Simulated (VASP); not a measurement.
## WS2: single point with RPBE+D4

The system is WS2.

```xyz
6
Lattice="3.1339 0.0000 0.0000 -1.5670 2.7141 0.0000 0.0000 0.0000 11.8147" Properties=species:S:1:pos:R:3 pbc="T T T"
W     1.5670    0.9047    8.8610
W     0.0000    1.8094    2.9537
S     1.5670    0.9047    4.5350
S     0.0000    1.8094   10.4423
S     1.5670    0.9047    1.3724
S     0.0000    1.8094    7.2797
```

| Quantity | Value |
| --- | --- |
| Program | VASP 6.6.1 |
| Task | single point |
| Functional | RPBE |
| Dispersion | D4 |
| Potentials or basis | VASP PAW PBE potentials, release 64 (W_sv, S) |
| Cutoff | 520 eV |
| k mesh | 10 × 10 × 3 |
| Occupations | fermi-dirac, width 0.05 eV |
| Spin | no spin polarisation |

| Quantity | Value |
| --- | --- |
| Pressure | -0.1 GPa |
| Largest force | 0.019 eV/Å |
| Band gap on the k mesh | 0.85 eV (least direct gap 2.17 eV) |
| Dispersion energy per atom | -0.935 eV |

Forces on the atoms (eV/Å):
```
W    0.000  0.000  0.000
W    0.000  0.000  0.000
S    0.000  0.000 -0.019
S    0.000  0.000 -0.019
S    0.000  0.000  0.019
S    0.000  0.000  0.019
```

Levels at points of the mesh, in eV from the valence-band top:
```
           k point  band 23  band 24  band 25  band 26  band 27  band 28  band 29  band 30
(0.00, 0.00, 0.00)    -2.22    -1.44    -1.27     0.00     2.17     2.17     2.22     2.22
(0.50, 0.00, 0.00)    -2.14    -1.93    -1.77    -1.63     2.32     2.38     2.50     2.94
```

Run time: 43 s on 1 thread of Intel(R) Xeon(R) 6975P-C (Granite Rapids), on a shared host, peak memory 0.25 GiB.

Caveat: the PAW data sets were made with another functional, which shifts forces and pressure a little; spin-orbit coupling is left out, which moves the levels of the heavy elements; an odd mesh through Γ misses points on the zone boundary, where band edges can lie. Expect the measured gap to be larger: semilocal functionals such as RPBE lack the derivative discontinuity.
